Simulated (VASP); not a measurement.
**Bi: relaxation of cell and atoms with PBEsol**

The system is Bi.

```xyz
2
Lattice="0.0000 3.5700 3.5700 3.5700 0.0000 3.5700 3.5700 3.5700 0.0000" Properties=species:S:1:pos:R:3 pbc="T T T"
Bi    0.0000    0.0000    0.0000
Bi    1.7850    1.7850    1.7850
```

* Program: VASP 6.6.1
* Task: relaxation of cell and atoms
* Functional: PBEsol
* Potentials or basis: VASP PAW PBE potentials, release 64 (Bi_d)
* Cutoff: 600 eV
* k mesh: 6 × 6 × 6
* Occupations: fermi-dirac, width 0.1 eV
* Spin: no spin polarisation
* Target pressure: 15 GPa
* Dipole correction: no
* Further INCAR settings: ALGO = Normal; EDIFF = 1e-06; IBRION = 2; EDIFFG = -0.03; NSW = 60; ISIF = 3

```
Relaxed volume                                         : 35.59 Å³/atom
Relaxed cell                                           : a = 4.652 Å, b = 4.652 Å, c = 4.652 Å, α = 60.00°, β = 60.00°, γ = 60.00°
Space group after relaxing (to 0.05 Å)                 : Fd-3m (No. 227)
Energy change on relaxing (the enthalpy is what falls) : +388.1 meV/atom
Ionic steps                                            : 5
Pressure after relaxing                                : 15.0 GPa
Band gap on the k mesh                                 : zero (band 15 reaches 6.85 eV, above the bottom of band 16 at 5.65 eV)
```

Step by step:
| step | energy change (eV) | largest force (eV/Å) | pressure (GPa) | volume (Å³) |
| --- | --- | --- | --- | --- |
| 1 | 0.0000 | 0.0000 | 0.41 | 91.00 |
| 2 | 7.6126 | 0.0000 | 97.71 | 46.61 |
| 3 | 0.5848 | 0.0000 | 12.33 | 73.43 |
| 4 | 0.7070 | 0.0000 | 14.06 | 71.94 |
| 5 | 0.7761 | 0.0000 | 14.99 | 71.18 |

Final structure:
```cif
data_structure
_symmetry_space_group_name_H-M 'P 1'
_symmetry_Int_Tables_number 1
_cell_length_a 4.6518
_cell_length_b 4.6518
_cell_length_c 4.6518
_cell_angle_alpha 60.000
_cell_angle_beta 60.000
_cell_angle_gamma 60.000
_cell_volume 71.18
loop_
_atom_site_label
_atom_site_type_symbol
_atom_site_fract_x
_atom_site_fract_y
_atom_site_fract_z
_atom_site_occupancy
Bi1 Bi 0.00000 0.00000 0.00000 1
Bi2 Bi 0.25000 0.25000 0.25000 1
```

Levels at points of the mesh, in eV from the Fermi level:
| k point | band 11 | band 12 | band 13 | band 14 | band 15 | band 16 | band 17 | band 18 | band 19 |
| --- | --- | --- | --- | --- | --- | --- | --- | --- | --- |
| (0.00, 0.00, 0.00) | -14.48 | -6.76 | -1.78 | -1.78 | -1.78 | 0.64 | 0.64 | 0.64 | 2.90 |
| (0.50, 0.00, 0.00) | -13.08 | -10.09 | -3.03 | -2.95 | -2.95 | 1.91 | 1.91 | 4.35 | 5.84 |
| (0.50, 0.50, 0.00) | -11.66 | -11.66 | -4.19 | -4.19 | -0.92 | -0.92 | 5.68 | 5.68 | 7.00 |

Run time: 89 s on 1 thread of Intel(R) Xeon(R) 6975P-C (Granite Rapids) (shared host), peak memory 0.25 GiB.

Caveat: the cell is relaxed towards a set pressure, so the enthalpy falls and the energy may rise; the volume moved by over 15 % at a fixed basis, so the end points are rough; the PAW data sets were made with another functional, which shifts forces and pressure a little; spin-orbit coupling is left out, which moves the levels of the heavy elements.
